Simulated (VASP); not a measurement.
A run of VASP 6.6.1:

File POSCAR:

```
MgO
1.0
    0.0000000000      2.1065500000      2.1065500000
    2.1065500000      0.0000000000      2.1065500000
    2.1065500000      2.1065500000      0.0000000000
Mg O
1 1
Direct
    0.0000000000      0.0000000000      0.0000000000
    0.5000000000      0.5000000000      0.5000000000
```

Contents of INCAR.step1:

```
SYSTEM = MgO
ALGO = Normal
EDIFF = 1E-5
ENCUT = 920
GGA = PE
GGA_COMPAT = .False.
ISMEAR = -1
LASPH = .True.
LCHARG = .False.
LREAL = .False.
LWAVE = .True.
NBANDS = 15
NELM = 120
PREC = Accurate
SIGMA = 0.1
```

File INCAR.step2:

```
SYSTEM = MgO
ALGO = Normal
EDIFF = 1E-6
ENCUT = 920
GGA_COMPAT = .False.
ISIF = 2
ISMEAR = -1
ISTART = 1
LASPH = .True.
LCHARG = .False.
LMIXTAU = .True.
LREAL = .False.
LWAVE = .False.
METAGGA = R2SCAN
NBANDS = 15
NELM = 120
PREC = Accurate
SIGMA = 0.1
```

Contents of KPOINTS:

```
k-points
0
Gamma
  8 8 8
  0 0 0
```

Potentials or basis: VASP PAW PBE potentials, release 64 (Mg_sv, O).

Command:

```bash
$ cat potpaw_PBE.64/Mg_sv/POTCAR potpaw_PBE.64/O/POTCAR > POTCAR
$ cp INCAR.step1 INCAR
$ mpirun -np 1 vasp_std > vasp.out
$ cp INCAR.step2 INCAR
$ mpirun -np 1 vasp_std > vasp.out
```

Hardware: 1 thread of AMD EPYC 9R45 96-Core Processor (Zen 5), on a shared host.

Question: Estimate the wall time of this run.

Answer: Run time: 50 s on 1 thread of AMD EPYC 9R45 96-Core Processor (Zen 5) (shared host), peak memory 0.14 GiB. Counts: k points 29.
